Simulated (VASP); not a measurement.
Here is a VASP 6.6.1 calculation.

Contents of INCAR:

```
PREC = Accurate ; ENCUT = 520
EDIFF = 1E-6 ; ISMEAR = -1
SIGMA = 0.1 ; LREAL = False
LASPH = True ; NELM = 60
ALGO = Normal ; ISIF = 2
LWAVE = False ; LCHARG = True
GGA = RE ; LELF = True
LVHAR = True ; NBANDS = 31
```

Contents of KPOINTS:

```
regular mesh
0
Gamma
  7 7 7
```

POSCAR

```
Yb
1.0
    0.0000000000      4.3769298180      4.3769298180
    4.3769298180      0.0000000000      4.3769298180
    4.3769298180      4.3769298180      0.0000000000
Yb
2
Direct
    0.1250000000      0.1250000000      0.1250000000
    0.8750000000      0.8750000000      0.8750000000
```

Potentials or basis: VASP PAW PBE potentials, release 64 (Yb).

The run is started by

```console
$ cat potpaw_PBE.64/Yb/POTCAR > POTCAR
$ mpirun -np 1 vasp_std > vasp.out
```

(1) Estimate the pressure.

(2) Estimate the band gap on the k mesh.

## Answers

(1) -0.2 GPa.

(2) zero (band 24 reaches 0.43 eV, above the bottom of band 25 at -0.56 eV).

Caveat: the PAW data sets were made with another functional, which shifts forces and pressure a little; spin-orbit coupling is left out, which moves the levels of the heavy elements.
